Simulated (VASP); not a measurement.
Here is a VASP 6.6.1 calculation.

The input POSCAR:

```
K2S
1.0
    0.0000000000      3.7027568516      3.7027568516
    3.7027568516      0.0000000000      3.7027568516
    3.7027568516      3.7027568516      0.0000000000
S K
1 2
Direct
    0.0000000000      0.0000000000      0.0000000000
    0.2500000000      0.2500000000      0.2500000000
    0.7500000000      0.7500000000      0.7500000000
```

Contents of INCAR.step1:

```
PREC     = Accurate       # precision mode
ENCUT    = 400            # plane-wave cutoff, eV
EDIFF    = 1E-5           # SCF threshold, eV
ISMEAR   = 0              # smearing method
SIGMA    = 0.01           # smearing width, eV
LREAL    = F              # projectors in reciprocal space
LASPH    = T              # aspherical terms in the spheres
NELM     = 120            # most SCF steps
ALGO     = Normal         # electronic algorithm
ISIF     = 2              # what is computed and relaxed
LWAVE    = T              # write WAVECAR
GGA      = PE             # functional
NBANDS   = 19             # bands
GGA_COMPAT= F
```

The input INCAR.step2:

```
PREC     = Accurate       # precision mode
ENCUT    = 400            # plane-wave cutoff, eV
EDIFF    = 1E-6           # SCF threshold, eV
ISMEAR   = 0              # smearing method
SIGMA    = 0.01           # smearing width, eV
LREAL    = F              # projectors in reciprocal space
LASPH    = T              # aspherical terms in the spheres
NELM     = 120            # most SCF steps
ALGO     = Normal         # electronic algorithm
ISIF     = 2              # what is computed and relaxed
LWAVE    = F              # write WAVECAR
LCHARG   = T              # write CHGCAR
GGA      = PE             # functional
LHFCALC  = T              # exact exchange
HFSCREEN = 0.2079         # screening, 1/A
PRECFOCK = Normal       
LELF     = T              # ELF
LVHAR    = T            
ISTART   = 1            
NBANDS   = 19             # bands
GGA_COMPAT= F
```

KPOINTS

```
regular mesh
0
Gamma
  4 4 4
```

Potentials or basis: VASP PAW PBE potentials, release 64 (S, K_sv).

The run is started by

```sh
$ cat potpaw_PBE.64/S/POTCAR potpaw_PBE.64/K_sv/POTCAR > POTCAR
$ cp INCAR.step1 INCAR
$ mpirun -np 1 vasp_std > vasp.out
$ cp INCAR.step2 INCAR
$ mpirun -np 1 vasp_std > vasp.out
```

(1) Estimate the pressure.

(2) Predict the band gap on the k mesh.

## Answers

(1) 0.2 GPa.

(2) 3.31 eV, indirect (least direct gap 3.49 eV).

Caveat: the PAW data sets were made with another functional, which shifts forces and pressure a little.
